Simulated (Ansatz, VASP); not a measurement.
# Au: VASP beside Ansatz

INCAR

```
SYSTEM = Au
PREC = Accurate
ENCUT = 500
EDIFF = 1E-6
ISMEAR = 0
SIGMA = 0.1
LREAL = .False.
LASPH = .True.
NELM = 120
ALGO = Normal
ISIF = 2
LWAVE = .False.
LCHARG = .True.
GGA = PE
LELF = .True.
LVHAR = .True.
NBANDS = 12
GGA_COMPAT = .False.
```

File KPOINTS:

```
regular mesh
0
Gamma
  18 18 18
  0 0 0
```

The input POSCAR:

```
Au
1.0
    0.0000000000      2.0578821794      2.0578821794
    2.0578821794      0.0000000000      2.0578821794
    2.0578821794      2.0578821794      0.0000000000
Au
1
Direct
    0.0000000000      0.0000000000      0.0000000000
```

Input for Ansatz:

```yaml
crystal:
  lattice:
    - [0.0, 2.0578821794, 2.0578821794]
    - [2.0578821794, 0.0, 2.0578821794]
    - [2.0578821794, 2.0578821794, 0.0]
  atoms:
    - { symbol: Au, position: [0.0, 0.0, 0.0] }
basis: {}
kpoints:
  mp_grid: { grid: [18, 18, 18] }
hamiltonian:
  xc: pbe
  pseudopotentials: { kind: all_electron, lapw: {} }
scf:
  occupations: { method: gaussian, width: 0.1 }
output:
  forces: true
  stress: true
  eigenvalues: true
```

Alike in both runs: task single point; functional PBE; k mesh 18 × 18 × 18; occupations gaussian, width 0.1 eV; no spin polarisation.

|  | VASP | Ansatz |
| --- | --- | --- |
| version | VASP 6.6.1 | Ansatz 0.2.0 |
| potentials or method | VASP PAW PBE potentials, release 64 (Au), cutoff 500 eV | scalar-relativistic, all-electron LAPW |

|  | VASP | Ansatz | Ansatz less VASP |
| --- | --- | --- | --- |
| gap on the k mesh at the Fermi level (eV) | none | none | - |
| pressure (GPa) | 4.5 | 4.7 | +0.25 |

A gap of «none» marks a metal or a gap that the smearing closes. Ansatz ran all-electron here, and VASP with PAW potentials.

Neither program's run includes spin-orbit coupling.
